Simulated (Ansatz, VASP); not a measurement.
# One calculation of Rb, two programs

```
Rb
1.0
     2.53764    1.46511   12.68890
    -2.53764    1.46511   12.68890
     0.00000   -2.93021   12.68890
Rb
3
Direct
  0.00000 0.00000 0.00000
  0.77762 0.77762 0.77762
  0.22238 0.22238 0.22238
```

Alike in both runs: task single point; functional PBE; k mesh 6 × 6 × 6; occupations gaussian, width 0.1 eV; no spin polarisation.

|  | VASP | Ansatz |
| --- | --- | --- |
| version | VASP 6.6.1 | Ansatz 0.2.0 |
| potentials or method | VASP PAW PBE potentials, release 64 (Rb_sv), cutoff 520 eV | scalar-relativistic, plane waves, PAW |
| valence electrons in the cell | 27 | 27 |

```csv
,VASP,Ansatz,Ansatz less VASP
gap on the k mesh at the Fermi level (eV),none,none,-
pressure (GPa),-0.1,-0.1,0.00
"traceless stress, the component that is largest in VASP (GPa)",-0.09,-0.09,0.000
```

A gap of «none» marks a metal or a gap that the smearing closes.
